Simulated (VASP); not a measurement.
# Sn (I4_1/amd) in VASP: single point with LDA

Aim: the single point of Sn with LDA.

Program: VASP 6.6.1. These are calculated values, not measurements. Logs are shortened: lines on timing, memory, paths and dates and some standing lists are left out, and cuts for length are marked.

**1. The cell of the first run**

It takes space group I4_1/amd (No. 141, tetragonal). Conventional cell: a = 5.832 Å, b = 5.832 Å, c = 3.277 Å, α = 90.00°, β = 90.00°, γ = 90.00°. Sn (site symmetry -4m2) has 10 Sn at 3.03 to 3.81 Å within 4.0 Å.

**2. Single point, LDA (zz strain of +3 %)**

Contents of INCAR:

```
  PREC = Accurate
  ENCUT = 520
  EDIFF = 1E-6
  ISMEAR = -1
  SIGMA = 0.05
  LREAL = F
  LASPH = T
  NELM = 100
  ALGO = Normal
  ISIF = 2
  LWAVE = F
  LCHARG = T
  GGA = CA
  LELF = T
  LVHAR = T
  NBANDS = 21
```

Contents of KPOINTS:

```
Automatic mesh
0
Gamma
  15 15 15
```

Contents of POSCAR:

```
Sn
1.0
   -2.9158500000      2.9158500000      1.6383695000
    2.9158500000     -2.9158500000      1.6383695000
    2.9158500000      2.9158500000     -1.6383695000
Sn
2
Direct
    0.0000000000      0.0000000000      0.0000000000
    0.7500000000      0.2500000000      0.5000000000
```

Potentials or basis: VASP PAW LDA potentials, release 64 (Sn_d).

The run is started by

```sh
$ cat potpaw_LDA.64/Sn_d/POTCAR > POTCAR
$ mpirun -np 1 vasp_std > vasp.out
```

OUTCAR:

```text
PREC = Accurate
   ENCUT = 520
   EDIFF = 1E-6
   ISMEAR = -1
   LREAL = F
   LASPH = T
   NELM = 100
   ISIF = 2
   GGA = CA

 ion  position               nearest neighbor table
   1  0.000  0.000  0.000-   2 3.03   2 3.03   2 3.03   2 3.03
   2  0.750  0.250  0.500-   1 3.03   1 3.03   1 3.03   1 3.03

  LATTYP: Found a body centered tetragonal cell.
 ALAT       =     5.8317000000
 C/A-ratio  =     0.5618840132

  Lattice vectors:

 A1 = (  -2.9158500000,   2.9158500000,   1.6383695000)
 A2 = (   2.9158500000,  -2.9158500000,   1.6383695000)
 A3 = (   2.9158500000,   2.9158500000,  -1.6383695000)

Analysis of symmetry for initial positions (statically):
=====================================================================
 Subroutine PRICEL returns:
 Original cell was already a primitive cell.

 Routine SETGRP: Setting up the symmetry group for a
 body centered tetragonal supercell.

 Subroutine GETGRP returns: Found 16 space group operations
 (whereof  8 operations were pure point group operations)
 out of a pool of 16 trial point group operations.

The static configuration has the point symmetry D_2d.
 The point group associated with its full space group is D_4h.

Analysis of symmetry for dynamics (positions and initial velocities):
=====================================================================
 Subroutine PRICEL returns:
 Original cell was already a primitive cell.

 Routine SETGRP: Setting up the symmetry group for a
 body centered tetragonal supercell.

 Subroutine GETGRP returns: Found 16 space group operations
 (whereof  8 operations were pure point group operations)
 out of a pool of 16 trial point group operations.

The dynamic configuration has the point symmetry D_2d.
 The point group associated with its full space group is D_4h.

 Subroutine INISYM returns: Found 16 space group operations
 (whereof  8 operations are pure point group operations),
 and found     1 'primitive' translations

----------------------------------------------------------------------------------------

                                     Primitive cell

  volume of cell :      55.7189

  direct lattice vectors                    reciprocal lattice vectors
    -2.915850000  2.915850000  1.638369500     0.000000000  0.171476585  0.305181462
     2.915850000 -2.915850000  1.638369500     0.171476585  0.000000000  0.305181462
     2.915850000  2.915850000 -1.638369500     0.171476585  0.171476585  0.000000000

  length of vectors
     4.437185714  4.437185714  4.437185714     0.350057058  0.350057058  0.242504512

  position of ions in fractional coordinates (direct lattice)
     0.000000000  0.000000000  0.000000000
     0.750000000  0.250000000  0.500000000

  ion indices of the primitive-cell ions
   primitive index   ion index
                 1           1
                 2           2

----------------------------------------------------------------------------------------

 KPOINTS: Automatic mesh

Automatic generation of k-mesh.
 Grid dimensions read from file:
 generate k-points for:   15   15   15

 Generating k-lattice:

  Cartesian coordinates                     Fractional coordinates (reciprocal lattice)
     0.000000000  0.011431772  0.020345431     0.066666667 -0.000000000  0.000000000
     0.011431772  0.000000000  0.020345431    -0.000000000  0.066666667  0.000000000
     0.011431772  0.011431772  0.000000000     0.000000000  0.000000000  0.066666667

  Length of vectors
     0.023337137  0.023337137  0.016166967

  Shift w.r.t. Gamma in fractional coordinates (k-lattice)
     0.000000000  0.000000000  0.000000000

 Subroutine IBZKPT returns following result:
 ===========================================

 Found    288 irreducible k-points:

 Following reciprocal coordinates:
            Coordinates               Weight
  0.000000  0.000000  0.000000      1.000000
  0.066667  0.000000  0.000000      8.000000
  0.133333 -0.000000  0.000000      8.000000
  0.200000  0.000000  0.000000      8.000000
  0.266667 -0.000000  0.000000      8.000000
  0.333333 -0.000000  0.000000      8.000000
[... 16 lines left out ...]
  0.133333  0.133333 -0.000000      8.000000
  0.200000  0.133333  0.000000     16.000000
 [... further k-points ...]
   k-points           NKPTS =    288   k-points in BZ     NKDIM =    288   number of bands    NBANDS=     21
   number of dos      NEDOS =    301   number of ions     NIONS =      2
   total plane-waves  NPLWV =  46656
   dimension x,y,z NGX =    36 NGY =   36 NGZ =   36
   dimension x,y,z NGXF=    72 NGYF=   72 NGZF=   72
   ions per type =               2
   NGX,Y,Z   is equivalent  to a cutoff of  13.49, 13.49, 13.49 a.u.
   NGXF,Y,Z  is equivalent  to a cutoff of  26.98, 26.98, 26.98 a.u.
 SYSTEM =  unknown system
   PREC   = accura    normal or accurate (medium, high low for compatibility)
   ISTART =      0    job   : 0-new  1-cont  2-samecut
   ICHARG =      2    charge: 1-file 2-atom 10-const
   ISPIN  =      1    spin polarized calculation?
   LNONCOLLINEAR =      F non collinear calculations
   LSORBIT =      F    spin-orbit coupling
   LASPH  =      T    aspherical Exc in radial PAW
   ENCUT  =  520.0 eV  38.22 Ry    6.18 a.u.   8.25  8.25  8.25*2*pi/ulx,y,z
   NELM   =    100;   NELMIN=  2; NELMDL= -5     # of ELM steps
   EDIFF  = 0.1E-05   stopping-criterion for ELM
   LREAL  =      F    real-space projection
   EDIFFG = 0.1E-04   stopping-criterion for IOM
   NSW    =      0    number of steps for IOM
   IBRION =     -1    ionic relax: 0-MD 1-quasi-New 2-CG
   NFREE  =      0    steps in history (QN), initial steepest desc. (CG)
   ISIF   =      2    stress and relaxation
   ISYM   =      2    0-nonsym 1-usesym 2-fastsym
   POTIM  = 0.5000    time-step for ionic-motion
   TEBEG  =    0.0;   TEEND  =   0.0 temperature during run
   PSTRESS=    0.0 pullay stress
   NELECT =      28.0000    total number of electrons
   NUPDOWN=      -1.0000    fix difference up-down
   EMIN   =  10.00;   EMAX   =-10.00  energy-range for DOS
   EFERMI =   0.00;   METHOD = LEGACY
   ISMEAR =    -1;   SIGMA  =   0.05  broadening in eV -4-tet -1-fermi 0-gaus
   EFERMI_NEDOS =   21; number of points for ismear=-14 and -15
   IALGO  =     38    algorithm
   IMIX   =      4    mixing-type and parameters
     AMIX     =   0.40;   BMIX     =  1.00
     AMIX_MAG =   1.60;   BMIX_MAG =  1.00
  volume/ion in A,a.u.               =      27.86       188.00
  Fermi-wavevector in a.u.,A,eV,Ry     =   1.301548  2.459569 23.048631  1.694027
  Thomas-Fermi vector in A             =   2.432674
   LORBIT       =      0    0 simple, 1 ext, 2 COOP (PROOUT), +10 PAW based schemes
   GGA     = CA    functional components
   LHFCALC =     F    Hartree Fock is set to
   AEXX    =    0.0000 exact exchange contribution
   IVDW    =     0    specifies the selected vdW correction
   LEPSILON=     F    determine dielectric tensor
   LRPA    =     F    only Hartree local field effects (RPA)
 non-spin polarized calculation
  energy-cutoff  :      520.00
  volume of cell :       55.72
 maximum number of plane-waves:      1518
 NGX is ok and might be reduce to    36
   NGX = 17   NGY = 17   NGZ = 17

 number of electron      28.0000002 magnetization

 Free energy of the ion-electron system (eV)
  ---------------------------------------------------
  ext. energy  EPLUGINS =         0.00000000
  ---------------------------------------------------
  free energy    TOTEN  =        -8.93788480 eV

  energy without entropy =       -8.92930800  energy(sigma->0) =       -8.93359640

 E-fermi :   7.3565     XC(G=0): -10.4235

 val. band max:        7.3562768877   @ k =  -0.4000   0.4000   0.1333
 cond. band min:       7.3676897197   @ k =  -0.4667   0.2000   0.1333
 fundamental gap:      0.0114128320
 Fermi energy:         7.3564567778

 k-point     1 :       0.0000    0.0000    0.0000
  band No.  band energies     occupation
      1     -14.1511      2.00000
      2     -14.0402      2.00000
      3     -14.0245      2.00000
      4     -13.9864      2.00000
      5     -13.8782      2.00000
      6     -13.8782      2.00000
[... 13 lines left out ...]
     20      17.5160      0.00000
     21      17.8606      0.00000

 k-point     2 :       0.0667    0.0000    0.0000
  band No.  band energies     occupation
      1     -14.1484      2.00000
      2     -14.0336      2.00000
      3     -14.0214      2.00000
      4     -13.9789      2.00000
      5     -13.8830      2.00000
      6     -13.8819      2.00000
[... 13 lines left out ...]
     20      16.8293      0.00000
     21      16.9414      0.00000

 k-point     3 :       0.1333   -0.0000    0.0000
  band No.  band energies     occupation
      1     -14.1406      2.00000
      2     -14.0160      2.00000
      3     -14.0128      2.00000
      4     -13.9608      2.00000
      5     -13.8946      2.00000
      6     -13.8854      2.00000
[... 13 lines left out ...]
     20      15.7842      0.00000
     21      16.0859      0.00000

 k-point     4 :       0.2000    0.0000    0.0000
  band No.  band energies     occupation
      1     -14.1285      2.00000
      2     -14.0001      2.00000
      3     -13.9942      2.00000
      4     -13.9463      2.00000
      5     -13.9092      2.00000
      6     -13.8775      2.00000
[... 13 lines left out ...]
     20      14.9888      0.00000
     21      15.9437      0.00000

 k-point     5 :       0.2667   -0.0000    0.0000
  band No.  band energies     occupation
      1     -14.1142      2.00000
      2     -13.9865      2.00000
      3     -13.9777      2.00000
      4     -13.9481      2.00000
      5     -13.9225      2.00000
      6     -13.8870      2.00000
[... 13 lines left out ...]
     20      14.4167      0.00000
     21      16.3171      0.00000

 k-point     6 :       0.3333   -0.0000    0.0000
  band No.  band energies     occupation
      1     -14.1001      2.00000
      2     -13.9778      2.00000
      3     -13.9715      2.00000
      4     -13.9611      2.00000
      5     -13.9285      2.00000
      6     -13.8972      2.00000
[... 13 lines left out ...]
     20      14.0883      0.00000
     21      16.9572      0.00000

 k-point     7 :       0.4000    0.0000   -0.0000
  band No.  band energies     occupation
      1     -14.0878      2.00000
      2     -13.9877      2.00000
      3     -13.9779      2.00000
      4     -13.9588      2.00000
      5     -13.9240      2.00000
      6     -13.9055      2.00000
[... 13 lines left out ...]
     20      15.3385      0.00000
     21      17.6862      0.00000
[... 291 lines left out ...]
      1     -14.1313      2.00000
      2     -14.0199      2.00000
      3     -14.0046      2.00000
      4     -13.9721      2.00000
      5     -13.8944      2.00000
      6     -13.8778      2.00000
[... 13 lines left out ...]
     20      15.9668      0.00000
     21      16.1233      0.00000

 k-point    21 :      -0.1333    0.0667    0.0000
  band No.  band energies     occupation
      1     -14.1417      2.00000
      2     -14.0359      2.00000
      3     -14.0155      2.00000
      4     -13.9857      2.00000
      5     -13.8850      2.00000
      6     -13.8759      2.00000
[... 13 lines left out ...]
     20      16.8411      0.00000
     21      17.0092      0.00000

 k-point    22 :      -0.0667    0.0667    0.0000
  band No.  band energies     occupation
      1     -14.1476      2.00000
      2     -14.0414      2.00000
      3     -14.0214      2.00000
      4     -13.9897      2.00000
      5     -13.8800      2.00000
      6     -13.8751      2.00000
[... 13 lines left out ...]
     20      17.5946      0.00000
     21      17.6534      0.00000

 k-point    23 :       0.1333    0.1333   -0.0000
  band No.  band energies     occupation
      1     -14.1236      2.00000
      2     -13.9932      2.00000
      3     -13.9741      2.00000
      4     -13.9286      2.00000
      5     -13.9125      2.00000
      6     -13.8988      2.00000
[... 13 lines left out ...]
     20      14.9375      0.00000
     21      15.2133      0.00000

 k-point    24 :       0.2000    0.1333    0.0000
  band No.  band energies     occupation
      1     -14.1120      2.00000
      2     -13.9808      2.00000
      3     -13.9744      2.00000
      4     -13.9310      2.00000
      5     -13.9227      2.00000
      6     -13.9062      2.00000
[... 13 lines left out ...]
     20      14.6531      0.00000
     21      15.5530      0.00000

 [... further k-points ...]
[... 5 lines left out ...]
  --------------------------------------------------------------------------------------
  -------------------------------------------------------------------------------------
  Total       -0.8753560     -0.8753560     -1.5001179      0.0000000      0.0000000      0.0000000
  in kB      -25.1705727    -25.1705727    -43.1353929      0.0000000      0.0000000      0.0000000
  external PRESSURE =     -31.1588461 kB  Pullay stress =       0.0000000 kB

 VOLUME and BASIS-vectors are now :
 -----------------------------------------------------------------------------
  energy-cutoff  :      520.00
  volume of cell :       55.72
      direct lattice vectors                 reciprocal lattice vectors
    -2.915850000  2.915850000  1.638369500     0.000000000  0.171476585  0.305181462
     2.915850000 -2.915850000  1.638369500     0.171476585  0.000000000  0.305181462
     2.915850000  2.915850000 -1.638369500     0.171476585  0.171476585  0.000000000

 POSITION                                       TOTAL-FORCE (eV/Angst)
 -----------------------------------------------------------------------------------
      0.00000      0.00000      0.00000         0.000000     -0.000000     -0.000000
     -0.00000      2.91585      0.81918        -0.000000      0.000000      0.000000
 -----------------------------------------------------------------------------------
    total drift:                               -0.000000      0.000000     -0.000000

  FREE ENERGIE OF THE ION-ELECTRON SYSTEM (eV)
  ---------------------------------------------------
  free  energy   TOTEN  =        -8.9378848020 eV

  energy  without entropy=       -8.9293080021  energy(sigma->0) =       -8.93359640
```

Wall time 3.2 min (1 thread of Oxide Virtual Turin-like, shared host); peak memory 0.34 GiB.

What came out:

* Free energy: -8.9379 eV
* Pressure: -3.1 GPa
* Band gap on the k mesh: zero (band 14 reaches 8.93 eV, above the bottom of band 15 at 4.64 eV)

Caveat: the cell differs from its parent crystal (zz strain of +3 %); spin-orbit coupling is left out, which moves the levels of the heavy elements.
